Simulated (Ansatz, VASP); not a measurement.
**One calculation of HfO2, two programs**

```
CELL_PARAMETERS angstrom
0.00000 2.52918 2.52918
2.52918 0.00000 2.52918
2.52918 2.52918 0.00000
ATOMIC_POSITIONS crystal
Hf 0.00000 0.00000 0.00000
O 0.25000 0.25000 0.25000
O 0.75000 0.75000 0.75000
```

Alike in both runs: task single point; functional PBE; k mesh 6 × 6 × 6; non-collinear spin, spin-orbit coupling.

|  | VASP | Ansatz |
| --- | --- | --- |
| version | VASP 6.6.1 | Ansatz 0.2.0 |
| potentials or method | VASP PAW PBE potentials, release 64 (Hf_pv, O) | plane waves, PAW |
| plane-wave cutoff (eV) | 520 | 420 |
| occupations | gaussian, width 0.01 eV | fixed |
| valence electrons in the cell | 22 | 38 |

|  | VASP | Ansatz | Ansatz less VASP |
| --- | --- | --- | --- |
| net moment per atom (μB) | 0.00 | 0.00 | 0.000 |

VASP's potentials hold 22 valence electrons a cell and Ansatz's 38, so a difference there can come from the potentials and not from the codes. Ansatz's warnings: optics gap not shown off mesh.
